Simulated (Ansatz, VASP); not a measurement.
**Sn2C in VASP and in Ansatz**

```xyz
6
Lattice="5.1017 0.0000 0.0000 0.0000 5.1017 0.0000 0.0000 0.0000 5.1017" Properties=species:S:1:pos:R:3 pbc="T T T"
Sn    1.2754    1.2754    1.2754
Sn    1.2754    3.8263    3.8263
Sn    3.8263    3.8263    1.2754
Sn    3.8263    1.2754    3.8263
C     0.0000    0.0000    0.0000
C     2.5508    2.5508    2.5508
```

Change from the starting cell: species swapped into the Au2S type (Pn-3m, No. 224).

Alike in both runs: functional PBE; k mesh 8 × 8 × 8; occupations gaussian, width 0.1 eV; no spin polarisation.

Ansatz relaxed the structure, and its values are those at the end. VASP's run is a single point on that final structure, the one shown.

|  | VASP | Ansatz |
| --- | --- | --- |
| version | VASP 6.6.1 | Ansatz 0.2.0 |
| potentials or method | VASP PAW PBE potentials, release 64 (Sn_d, C), cutoff 520 eV | scalar-relativistic, plane waves, PAW |
| valence electrons in the cell | 64 | 64 |

|  | VASP | Ansatz | Ansatz less VASP |
| --- | --- | --- | --- |
| gap on the k mesh at the Fermi level (eV) | none | none | - |
| pressure (GPa) | -0.1 | 0.0 | +0.05 |

A gap of «none» marks a metal or a gap that the smearing closes. The functional is the same, so the differences come from potentials, cutoffs and numerics.
